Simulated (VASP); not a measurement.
Runs of VASP 6.6.1 on Fe. The structure is that of space group P6_3/mmc (No. 194), or close to it. The cells are those of the table. This isn't the form of Fe at room conditions, which is bcc.

```csv
task,level,potentials or basis,cell,cutoff (eV),gap on the mesh (eV),pressure (GPa)
single point,LDA,"VASP PAW LDA potentials, release 64 (Fe)","a = 2.401, b = 2.401, c = 3.790 Å, angles 90.0, 90.0, 120.0°, 2 atoms",520,none,3.0
electric field gradients,PBE,"VASP PAW PBE potentials, release 64 (Fe)","a = 2.434, b = 2.434, c = 3.765 Å, angles 90.0, 90.0, 120.0°, 2 atoms",520,none,17.5
electric field gradients,PBE,"VASP PAW PBE potentials, release 64 (Fe)","a = 2.434, b = 2.434, c = 3.804 Å, angles 90.0, 90.0, 120.0°, 2 atoms",520,none,13.7
electric field gradients,PBE,"VASP PAW PBE potentials, release 64 (Fe)","a = 2.483, b = 2.483, c = 3.842 Å, angles 90.0, 90.0, 120.0°, 2 atoms",520,none,-1.7
single point,PBE,"VASP PAW PBE potentials, release 64 (Fe)","a = 2.434, b = 2.434, c = 3.919 Å, angles 90.0, 90.0, 120.0°, 2 atoms",600,none,(b)
single point,PBE,"VASP PAW PBE potentials, release 64 (Fe)","a = 2.361, b = 2.361, c = 3.842 Å, angles 90.0, 90.0, 120.0°, 2 atoms",600,none,(a)
single point,PBE,"VASP PAW PBE potentials, release 64 (Fe)","a = 2.434, b = 2.434, c = 3.880 Å, angles 90.0, 90.0, 120.0°, 2 atoms",600,none,6.8
single point,PBE,"VASP PAW PBE potentials, release 64 (Fe)","a = 2.434, b = 2.434, c = 3.957 Å, angles 90.0, 90.0, 120.0°, 2 atoms",600,none,0.9
electric field gradients,PBE,"VASP PAW PBE potentials, release 64 (Fe)","a = 2.434, b = 2.434, c = 3.957 Å, angles 90.0, 90.0, 120.0°, 2 atoms",520,none,0.9
electric field gradients,PBE,"VASP PAW PBE potentials, release 64 (Fe)","a = 2.434, b = 2.434, c = 3.727 Å, angles 90.0, 90.0, 120.0°, 2 atoms",520,none,21.7
single point,PBE,"VASP PAW PBE potentials, release 64 (Fe)","a = 2.434, b = 2.434, c = 3.804 Å, angles 90.0, 90.0, 120.0°, 2 atoms",600,none,13.6
```

Alike in all rows: no spin polarisation; k mesh 17 × 17 × 10; smearing fermi-dirac 0.08 eV.

Estimate the missing entries.

(a) 33.4; (b) 3.7.

Caveats: the run has no spin polarisation, though such a crystal can be magnetic; the cell stands under pressure (at least some runs).

A gap of «none» marks levels without a gap at the run's occupations.
